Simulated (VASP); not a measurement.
# BeTe (F-43m) in VASP: a series of runs, part 2 of 2

VASP 6.6.1. The steps go on from the part before.

## Step 4: Vibrations by perturbation theory, PBEsol

This run uses another cell than the first one, of 21.35 Å³/atom.

Contents of INCAR:

```
SYSTEM = BeTe
  ALGO = Normal
  EDIFF = 1E-8
  ENCUT = 520
  GGA = PS
  IBRION = 8
  ISIF = 2
  ISMEAR = 0
  LASPH = .TRUE.
  LCHARG = .FALSE.
  LREAL = .FALSE.
  LWAVE = .FALSE.
  NELM = 60
  NSW = 1
  PREC = Accurate
  SIGMA = 0.01
```

Contents of KPOINTS:

```
k-points
0
G
  8 8 8
  0 0 0
```

Contents of POSCAR:

```
BeTe
1.0
    2.7740587280      2.7740587280      0.0000000000
   -2.7740587280      2.7740587280      0.0000000000
    0.0000000000      2.7740587280      2.7740587280
Be Te
1 1
Direct
    0.0000000000      0.0000000000      0.0000000000
    0.7500000000      0.2500000000      0.5000000000
```

Potentials or basis: VASP PAW PBE potentials, release 64 (Be, Te).

The run is started by

```bash
$ cat potpaw_PBE.64/Be/POTCAR potpaw_PBE.64/Te/POTCAR > POTCAR
$ mpirun -np 1 vasp_std > vasp.out
```

OUTCAR:

```text
SYSTEM = BeTe
   EDIFF = 1E-8
   ENCUT = 520
   GGA = PS
   IBRION = 8
   ISIF = 2
   ISMEAR = 0
   LASPH = .TRUE.
   LREAL = .FALSE.
   NELM = 60
   NSW = 1
   PREC = Accurate

 ion  position               nearest neighbor table
   1  0.000  0.000  0.000-   2 2.40   2 2.40   2 2.40   2 2.40
   2  0.750  0.250  0.500-   1 2.40   1 2.40   1 2.40   1 2.40

  LATTYP: Found a face centered cubic cell.
 ALAT       =     5.5481174560

  Lattice vectors:

 A1 = (   0.0000000000,   2.7740587280,   2.7740587280)
 A2 = (   2.7740587280,   0.0000000000,   2.7740587280)
 A3 = (   2.7740587280,   2.7740587280,   0.0000000000)

Analysis of symmetry for initial positions (statically):
=====================================================================
 Subroutine PRICEL returns:
 Original cell was already a primitive cell.

 Routine SETGRP: Setting up the symmetry group for a
 face centered cubic supercell.

 Subroutine GETGRP returns: Found 24 space group operations
 (whereof 24 operations were pure point group operations)
 out of a pool of 48 trial point group operations.

The static configuration has the point symmetry T_d .

Analysis of symmetry for dynamics (positions and initial velocities):
=====================================================================
 Subroutine PRICEL returns:
 Original cell was already a primitive cell.

 Routine SETGRP: Setting up the symmetry group for a
 face centered cubic supercell.

 Subroutine GETGRP returns: Found 24 space group operations
 (whereof 24 operations were pure point group operations)
[... 450 lines left out ...]
    total drift:                               -0.000000      0.000000      0.000000

  FREE ENERGIE OF THE ION-ELECTRON SYSTEM (eV)
  ---------------------------------------------------
  free  energy   TOTEN  =        -8.2057650087 eV

  energy  without entropy=       -8.2057650087  energy(sigma->0) =       -8.20576501

[... ionic steps 2 to 3 ...]

--------------------------------------- Ionic step        4  -------------------------------------------

------------------------ aborting loop because EDIFF is reached ----------------------------------------

[... ionic steps 5 to 6 ...]

--------------------------------------- Ionic step        7  -------------------------------------------

 Free energy of the ion-electron system (eV)
  ---------------------------------------------------
  ---------------------------------------------------
  free energy    TOTEN  =        -0.04443978 eV

  energy without entropy =       -0.04443978

------------------------ aborting loop because EDIFF is reached ----------------------------------------

 INTERNAL STRAIN TENSOR  FOR ION    2  DIRECTION 1   (eV/Angst):
 -----------------------------------------------------------------------------
     0.01095  0.00000  0.00000
     0.00000 -0.01433  5.74336
     0.00000  5.74336 -0.01433

 INTERNAL STRAIN TENSOR FOR ION    2 for displacements in x,y,z  (eV/Angst):
          X           Y           Z          XY          YZ          ZX
  --------------------------------------------------------------------------------
  x     0.00000     0.00000     0.00000     0.00000     5.74336     0.00000
  y     0.00000    -0.00000     0.00000     0.00000     0.00000     5.74336
  z     0.00000     0.00000     0.00000     5.74336     0.00000     0.00000

 SECOND DERIVATIVES (NOT SYMMETRIZED)
 ------------------------------------
               1X          1Y          1Z          2X          2Y          2Z
  1X    -7.554793    0.000000   -0.000000    7.554793   -0.000000    0.000000
  1Y    -0.000000   -7.554793    0.000000    0.000000    7.554793   -0.000000
  1Z    -0.000000    0.000000   -7.554793    0.000000   -0.000000    7.554793
  2X     7.551442    0.000000   -0.000000   -7.551442   -0.000000    0.000000
  2Y    -0.000000    7.551442    0.000000    0.000000   -7.551442   -0.000000
  2Z    -0.000000    0.000000    7.551442    0.000000   -0.000000   -7.551442

 Eigenvectors and eigenvalues of the dynamical matrix
 ----------------------------------------------------

   1 f  =   14.809542 THz    93.051099 2PiTHz  493.993160 cm-1    61.247318 meV
             X         Y         Z           dx          dy          dz
      0.000000  0.000000  0.000000    -0.000000    0.966464   -0.000000
      1.387029  4.161088  1.387029    -0.000000   -0.256802    0.000000
[... 21 lines left out ...]
   6 f/i=    0.000815 THz     0.005123 2PiTHz    0.027196 cm-1     0.003372 meV
             X         Y         Z           dx          dy          dz
      0.000000  0.000000  0.000000    -0.254597    0.033580    0.000000
      1.387029  4.161088  1.387029    -0.958166    0.126377    0.000000

--------------------------------------------------------------------------------------------------------

 ELASTIC MODULI CONTR FROM IONIC RELAXATION (kBar)
 Direction    XX          YY          ZZ          XY          YZ          ZX
 --------------------------------------------------------------------------------
 XX          -0.0000      0.0000     -0.0000     -0.0000      0.0000     -0.0000
 YY           0.0000     -0.0000      0.0000      0.0000      0.0000     -0.0000
 ZZ          -0.0000      0.0000     -0.0000      0.0000     -0.0000      0.0000
 XY          -0.0000      0.0000      0.0000   -170.1768      0.0000      0.0000
 YZ           0.0000      0.0000     -0.0000      0.0000   -170.1768      0.0000
 ZX          -0.0000     -0.0000      0.0000      0.0000      0.0000   -170.1768
 --------------------------------------------------------------------------------
```

stdout:

```text
POSCAR found type information on POSCAR BeTe
 POSCAR found :  2 types and       2 ions
 scaLAPACK will be used
 -----------------------------------------------------------------------------
|                                                                             |
|                                                                             |
|     You enforced a specific xc type in the INCAR file but a different       |
|     I HOPE YOU KNOW WHAT YOU ARE DOING!                                     |
|                                                                             |
 -----------------------------------------------------------------------------

 LDA part: xc-table for (Slater+PW92), standard interpolation
 POSCAR, INCAR and KPOINTS ok, starting setup
 FFT: planning ... GRIDC
 FFT: planning ... GRID_SOFT
 FFT: planning ... GRID
 WAVECAR not read
 entering main loop
 Linear response reoptimize wavefunctions to high precision
 Linear response DOF=           2
 Linear response progress:
 first order change of Fermi-energy  -0.65385E-04
 force on displaced ion       1 direction 1 :  -7.555  -0.000   0.000
 Linear response progress:
 first order change of Fermi-energy  -0.38392E-03
 force on displaced ion       2 direction 1 :  -7.551   0.000  -0.000
 Linear response finished
```

Wall time 3.5 min (1 thread of Intel Xeon 8259CL, shared host); peak memory 0.25 GiB.

What came out:

- Highest phonon frequency at Γ, LO-TO splitting left out: 494 cm⁻¹

Phonon frequencies in cm⁻¹ (negative: imaginary):
| q point | frequencies |
| --- | --- |
| (0.000, 0.000, 0.000) | 0 0 0 494 494 494 |

Caveat: the cell stands under pressure or tension, which shifts response properties; the PAW data sets were made with another functional, which shifts forces and pressure a little; spin-orbit coupling is left out, which moves the levels of the heavy elements.
